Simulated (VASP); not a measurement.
# HgTe (I-4m2) in VASP: single point with PBEsol

Aim: the single point of HgTe with PBEsol.

Program: VASP 6.6.1. These are calculated values, not measurements. Logs are shortened: lines on timing, memory, paths and dates and some standing lists are left out, and cuts for length are marked.

### Step 1. The cell of the first run

Symmetry: I-4m2, No. 119, tetragonal system. The conventional cell has a = 6.091 Å, b = 6.091 Å, c = 3.119 Å, α = 90.00°, β = 90.00°, γ = 90.00°. Within 4.1 Å of Hg (site symmetry -4m2) lie 2 Hg at 3.12 Å and 8 Te at 3.14 to 3.84 Å. Within 4.1 Å of Te (site symmetry -4m2) lie 2 Te at 3.12 Å and 8 Hg at 3.14 to 3.84 Å.

### Step 2. Single point, PBEsol

INCAR reads:

```
  ALGO = Normal
  EDIFF = 1E-6
  ENCUT = 500
  GGA = PS
  GGA_COMPAT = F
  ISIF = 2
  ISMEAR = -1
  LASPH = T
  LCHARG = F
  LREAL = F
  LWAVE = F
  NBANDS = 16
  NELM = 120
  PREC = Accurate
  SIGMA = 0.05
```

KPOINTS reads:

```
k-points
0
Gamma
  6 6 6
```

POSCAR reads:

```
HgTe
1.0
   -3.0456030000      3.0456030000      1.5594100000
    3.0456030000     -3.0456030000      1.5594100000
    3.0456030000      3.0456030000     -1.5594100000
Hg Te
1 1
Direct
    0.2500000000      0.7500000000      0.5000000000
    0.0000000000      0.0000000000      0.0000000000
```

Potentials or basis: VASP PAW PBE potentials, release 64 (Hg, Te).

The run is started by

```bash
$ cat potpaw_PBE.64/Hg/POTCAR potpaw_PBE.64/Te/POTCAR > POTCAR
$ mpirun -np 1 vasp_std > vasp.out
```

OUTCAR:

```text
EDIFF = 1E-6
   ENCUT = 500
   GGA = PS
   ISIF = 2
   ISMEAR = -1
   LASPH = T
   LREAL = F
   NELM = 120
   PREC = Accurate

 ion  position               nearest neighbor table
   1  0.250  0.750  0.500-   2 3.14   2 3.14   2 3.14   2 3.14
   2  0.000  0.000  0.000-   1 3.14   1 3.14   1 3.14   1 3.14

  LATTYP: Found a body centered tetragonal cell.
 ALAT       =     6.0912060000
 C/A-ratio  =     0.5120201156

  Lattice vectors:

 A1 = (  -3.0456030000,   3.0456030000,   1.5594100000)
 A2 = (   3.0456030000,  -3.0456030000,   1.5594100000)
 A3 = (   3.0456030000,   3.0456030000,  -1.5594100000)

Analysis of symmetry for initial positions (statically):
=====================================================================
 Subroutine PRICEL returns:
 Original cell was already a primitive cell.

 Routine SETGRP: Setting up the symmetry group for a
 body centered tetragonal supercell.

 Subroutine GETGRP returns: Found  8 space group operations
 (whereof  8 operations were pure point group operations)
 out of a pool of 16 trial point group operations.

The static configuration has the point symmetry D_2d.

Analysis of symmetry for dynamics (positions and initial velocities):
=====================================================================
 Subroutine PRICEL returns:
 Original cell was already a primitive cell.

 Routine SETGRP: Setting up the symmetry group for a
 body centered tetragonal supercell.

 Subroutine GETGRP returns: Found  8 space group operations
 (whereof  8 operations were pure point group operations)
 out of a pool of 16 trial point group operations.

The dynamic configuration has the point symmetry D_2d.

 Subroutine INISYM returns: Found  8 space group operations
 (whereof  8 operations are pure point group operations),
 and found     1 'primitive' translations

----------------------------------------------------------------------------------------

                                     Primitive cell

  volume of cell :      57.8585

  direct lattice vectors                    reciprocal lattice vectors
    -3.045603000  3.045603000  1.559410000     0.000000000  0.164171102  0.320634086
     3.045603000 -3.045603000  1.559410000     0.164171102  0.000000000  0.320634086
     3.045603000  3.045603000 -1.559410000     0.164171102  0.164171102  0.000000000

  length of vectors
     4.580737366  4.580737366  4.580737366     0.360219888  0.360219888  0.232172999

  position of ions in fractional coordinates (direct lattice)
     0.250000000  0.750000000  0.500000000
     0.000000000  0.000000000  0.000000000

  ion indices of the primitive-cell ions
   primitive index   ion index
                 1           1
                 2           2

----------------------------------------------------------------------------------------

 KPOINTS: k-points

Automatic generation of k-mesh.
 Grid dimensions read from file:
 generate k-points for:    6    6    6

 Generating k-lattice:

  Cartesian coordinates                     Fractional coordinates (reciprocal lattice)
     0.000000000  0.027361850  0.053439014     0.166666667  0.000000000  0.000000000
     0.027361850  0.000000000  0.053439014     0.000000000  0.166666667  0.000000000
     0.027361850  0.027361850  0.000000000     0.000000000  0.000000000  0.166666667

  Length of vectors
     0.060036648  0.060036648  0.038695500

  Shift w.r.t. Gamma in fractional coordinates (k-lattice)
     0.000000000  0.000000000  0.000000000

 Subroutine IBZKPT returns following result:
 ===========================================

 Found     30 irreducible k-points:

 Following reciprocal coordinates:
            Coordinates               Weight
  0.000000  0.000000  0.000000      1.000000
  0.166667  0.000000  0.000000      8.000000
  0.333333  0.000000  0.000000      8.000000
  0.500000  0.000000  0.000000      4.000000
  0.166667  0.166667  0.000000      8.000000
  0.333333  0.166667  0.000000     16.000000
[... 16 lines left out ...]
 -0.333333 -0.333333  0.166667      8.000000
 -0.166667 -0.333333  0.166667      8.000000
 [... further k-points ...]
   k-points           NKPTS =     30   k-points in BZ     NKDIM =     30   number of bands    NBANDS=     16
   number of dos      NEDOS =    301   number of ions     NIONS =      2
   total plane-waves  NPLWV =  46656
   dimension x,y,z NGX =    36 NGY =   36 NGZ =   36
   dimension x,y,z NGXF=    72 NGYF=   72 NGZF=   72
   ions per type =               1   1
   NGX,Y,Z   is equivalent  to a cutoff of  13.07, 13.07, 13.07 a.u.
   NGXF,Y,Z  is equivalent  to a cutoff of  26.13, 26.13, 26.13 a.u.
 SYSTEM =  unknown system
   PREC   = accura    normal or accurate (medium, high low for compatibility)
   ISTART =      0    job   : 0-new  1-cont  2-samecut
   ICHARG =      2    charge: 1-file 2-atom 10-const
   ISPIN  =      1    spin polarized calculation?
   LNONCOLLINEAR =      F non collinear calculations
   LSORBIT =      F    spin-orbit coupling
   LASPH  =      T    aspherical Exc in radial PAW
   ENCUT  =  500.0 eV  36.75 Ry    6.06 a.u.   8.35  8.35  8.35*2*pi/ulx,y,z
   NELM   =    120;   NELMIN=  2; NELMDL= -5     # of ELM steps
   EDIFF  = 0.1E-05   stopping-criterion for ELM
   LREAL  =      F    real-space projection
   EDIFFG = 0.1E-04   stopping-criterion for IOM
   NSW    =      0    number of steps for IOM
   IBRION =     -1    ionic relax: 0-MD 1-quasi-New 2-CG
   NFREE  =      0    steps in history (QN), initial steepest desc. (CG)
   ISIF   =      2    stress and relaxation
   ISYM   =      2    0-nonsym 1-usesym 2-fastsym
   POTIM  = 0.5000    time-step for ionic-motion
   TEBEG  =    0.0;   TEEND  =   0.0 temperature during run
   PSTRESS=    0.0 pullay stress
   NELECT =      18.0000    total number of electrons
   NUPDOWN=      -1.0000    fix difference up-down
   EMIN   =  10.00;   EMAX   =-10.00  energy-range for DOS
   EFERMI =   0.00;   METHOD = LEGACY
   ISMEAR =    -1;   SIGMA  =   0.05  broadening in eV -4-tet -1-fermi 0-gaus
   EFERMI_NEDOS =   21; number of points for ismear=-14 and -15
   IALGO  =     38    algorithm
   IMIX   =      4    mixing-type and parameters
     AMIX     =   0.40;   BMIX     =  1.00
     AMIX_MAG =   1.60;   BMIX_MAG =  1.00
  volume/ion in A,a.u.               =      28.93       195.22
  Fermi-wavevector in a.u.,A,eV,Ry     =   1.109286  2.096246 16.742166  1.230515
  Thomas-Fermi vector in A             =   2.245823
   LORBIT       =      0    0 simple, 1 ext, 2 COOP (PROOUT), +10 PAW based schemes
   GGA     = PS    functional components
   LHFCALC =     F    Hartree Fock is set to
   AEXX    =    0.0000 exact exchange contribution
   IVDW    =     0    specifies the selected vdW correction
   LEPSILON=     F    determine dielectric tensor
   LRPA    =     F    only Hartree local field effects (RPA)
 non-spin polarized calculation
  energy-cutoff  :      500.00
  volume of cell :       57.86
 maximum number of plane-waves:      1501
 NGX is ok and might be reduce to    36
   NGX = 17   NGY = 17   NGZ = 17

 number of electron      18.0000002 magnetization

 Free energy of the ion-electron system (eV)
  ---------------------------------------------------
  ext. energy  EPLUGINS =         0.00000000
  ---------------------------------------------------
  free energy    TOTEN  =        -3.95312247 eV

  energy without entropy =       -3.93310631  energy(sigma->0) =       -3.94311439

 E-fermi :   4.4526     XC(G=0):  -9.9930

 val. band max:        4.4343505737   @ k =  -0.3333   0.5000   0.3333
 cond. band min:       4.5152030947   @ k =   0.5000   0.3333   0.0000
 fundamental gap:      0.0808525210
 Fermi energy:         4.4525628974

 k-point     1 :       0.0000    0.0000    0.0000
  band No.  band energies     occupation
      1      -8.3030      2.00000
      2      -2.9831      2.00000
      3      -2.3015      2.00000
      4      -2.2230      2.00000
      5      -1.7725      2.00000
      6      -1.7725      2.00000
[... 8 lines left out ...]
     15      14.3518      0.00000
     16      15.3217      0.00000

 k-point     2 :       0.1667    0.0000    0.0000
  band No.  band energies     occupation
      1      -7.8691      2.00000
      2      -2.5881      2.00000
      3      -2.2587      2.00000
      4      -2.2499      2.00000
      5      -1.9822      2.00000
      6      -1.9726      2.00000
[... 8 lines left out ...]
     15      13.7436      0.00000
     16      13.9123      0.00000

 k-point     3 :       0.3333    0.0000    0.0000
  band No.  band energies     occupation
      1      -6.7248      2.00000
      2      -2.4099      2.00000
      3      -2.3622      2.00000
      4      -2.2296      2.00000
      5      -2.0753      2.00000
      6      -1.8506      2.00000
[... 8 lines left out ...]
     15      12.2127      0.00000
     16      14.8312      0.00000

 k-point     4 :       0.5000    0.0000    0.0000
  band No.  band energies     occupation
      1      -5.8355      2.00000
      2      -2.5777      2.00000
      3      -2.4631      2.00000
      4      -2.2088      2.00000
      5      -2.0097      2.00000
      6      -1.8224      2.00000
[... 8 lines left out ...]
     15      14.0246      0.00000
     16      14.4209      0.00000

 k-point     5 :       0.1667    0.1667    0.0000
  band No.  band energies     occupation
      1      -6.7978      2.00000
      2      -2.4179      2.00000
      3      -2.3639      2.00000
      4      -2.2205      2.00000
      5      -2.0999      2.00000
      6      -1.8105      2.00000
[... 8 lines left out ...]
     15      12.8213      0.00000
     16      12.9904      0.00000

 k-point     6 :       0.3333    0.1667    0.0000
  band No.  band energies     occupation
      1      -5.8352      2.00000
      2      -2.6355      2.00000
      3      -2.4754      2.00000
      4      -2.1875      2.00000
      5      -2.0192      2.00000
      6      -1.6982      2.00000
[... 8 lines left out ...]
     15      13.4903      0.00000
     16      14.4602      0.00000

 k-point     7 :       0.5000    0.1667    0.0000
  band No.  band energies     occupation
      1      -6.5672      2.00000
      2      -2.4382      2.00000
      3      -2.3412      2.00000
      4      -2.2032      2.00000
      5      -2.0422      2.00000
      6      -1.9288      2.00000
[... 8 lines left out ...]
     15      13.5218      0.00000
     16      14.3802      0.00000

 k-point     8 :      -0.3333    0.1667    0.0000
  band No.  band energies     occupation
      1      -7.6872      2.00000
      2      -2.5998      2.00000
      3      -2.3835      2.00000
      4      -2.2672      2.00000
      5      -1.9713      2.00000
      6      -1.9280      2.00000
[... 8 lines left out ...]
     15      13.8713      0.00000
     16      15.4912      0.00000

 k-point     9 :      -0.1667    0.1667    0.0000
  band No.  band energies     occupation
      1      -8.1946      2.00000
      2      -2.9902      2.00000
      3      -2.3183      2.00000
      4      -2.3019      2.00000
      5      -1.7756      2.00000
      6      -1.7561      2.00000
[... 8 lines left out ...]
     15      15.7206      0.00000
     16      16.0906      0.00000
[... 172 lines left out ...]
 k-point    19 :      -0.1667    0.3333    0.1667
  band No.  band energies     occupation
      1      -7.5602      2.00000
      2      -2.6131      2.00000
      3      -2.4206      2.00000
      4      -2.2147      2.00000
      5      -1.9499      2.00000
      6      -1.9188      2.00000
[... 8 lines left out ...]
     15      14.6096      0.00000
     16      15.5655      0.00000

 k-point    20 :       0.5000    0.5000    0.1667
  band No.  band energies     occupation
      1      -7.7833      2.00000
      2      -3.0380      2.00000
      3      -2.4923      2.00000
      4      -2.4330      2.00000
      5      -1.7407      2.00000
      6      -1.7336      2.00000
[... 8 lines left out ...]
     15      15.1205      0.00000
     16      15.6009      0.00000

 k-point    21 :      -0.3333    0.5000    0.1667
  band No.  band energies     occupation
      1      -7.4228      2.00000
      2      -2.6220      2.00000
      3      -2.3426      2.00000
      4      -2.2050      2.00000
      5      -1.9488      2.00000
      6      -1.8750      2.00000
[... 8 lines left out ...]
     15      15.0927      0.00000
     16      15.6257      0.00000

 k-point    22 :      -0.1667    0.5000    0.1667
  band No.  band energies     occupation
      1      -6.4887      2.00000
      2      -2.4302      2.00000
      3      -2.4193      2.00000
      4      -2.0487      2.00000
      5      -2.0052      2.00000
      6      -1.9261      2.00000
[... 8 lines left out ...]
     15      14.1054      0.00000
     16      15.3833      0.00000

 k-point    23 :      -0.3333   -0.3333    0.1667
  band No.  band energies     occupation
      1      -6.4483      2.00000
      2      -2.4668      2.00000
      3      -2.4024      2.00000
      4      -2.0585      2.00000
      5      -1.9965      2.00000
      6      -1.8124      2.00000
[... 8 lines left out ...]
     15      14.7434      0.00000
     16      15.0905      0.00000

 k-point    24 :      -0.1667   -0.3333    0.1667
  band No.  band energies     occupation
      1      -5.8839      2.00000
      2      -2.5855      2.00000
      3      -2.5645      2.00000
      4      -2.2983      2.00000
      5      -2.0206      2.00000
      6      -1.5061      2.00000
[... 8 lines left out ...]
     15      14.5472      0.00000
     16      16.0762      0.00000

 [... further k-points ...]

------------------------ aborting loop because EDIFF is reached ----------------------------------------

  FORCE on cell =-STRESS in cart. coord.  units (eV):
  Direction    XX          YY          ZZ          XY          YZ          ZX
  --------------------------------------------------------------------------------------
  -------------------------------------------------------------------------------------
  Total       -1.1284748     -1.1284748     -1.1315837      0.0000000     -0.0000000      0.0000000
  in kB      -31.2489580    -31.2489580    -31.3350480      0.0000000     -0.0000000      0.0000000
  external PRESSURE =     -31.2776546 kB  Pullay stress =       0.0000000 kB

 VOLUME and BASIS-vectors are now :
 -----------------------------------------------------------------------------
  energy-cutoff  :      500.00
  volume of cell :       57.86
      direct lattice vectors                 reciprocal lattice vectors
    -3.045603000  3.045603000  1.559410000     0.000000000  0.164171102  0.320634086
     3.045603000 -3.045603000  1.559410000     0.164171102  0.000000000  0.320634086
     3.045603000  3.045603000 -1.559410000     0.164171102  0.164171102  0.000000000

 POSITION                                       TOTAL-FORCE (eV/Angst)
 -----------------------------------------------------------------------------------
      3.04560      0.00000      0.77970         0.000000      0.000000      0.000000
      0.00000      0.00000      0.00000        -0.000000     -0.000000     -0.000000
 -----------------------------------------------------------------------------------
    total drift:                                0.000000     -0.000000      0.000000

  FREE ENERGIE OF THE ION-ELECTRON SYSTEM (eV)
  ---------------------------------------------------
  free  energy   TOTEN  =        -3.9531224720 eV

  energy  without entropy=       -3.9331063148  energy(sigma->0) =       -3.94311439
```

Wall time 14 s (1 thread of Intel Xeon Platinum 8488C (Sapphire Rapids), shared host); peak memory 0.2 GiB.

What came out:

```
Free energy            : -3.9531 eV
Pressure               : -3.1 GPa
Band gap on the k mesh : zero (band 9 reaches 5.74 eV, above the bottom of band 10 at 1.90 eV)
```

Caveat: the k points lie up to 0.38 Å⁻¹ apart; the PAW data sets were made with another functional, which shifts forces and pressure a little; spin-orbit coupling is left out, which moves the levels of the heavy elements.
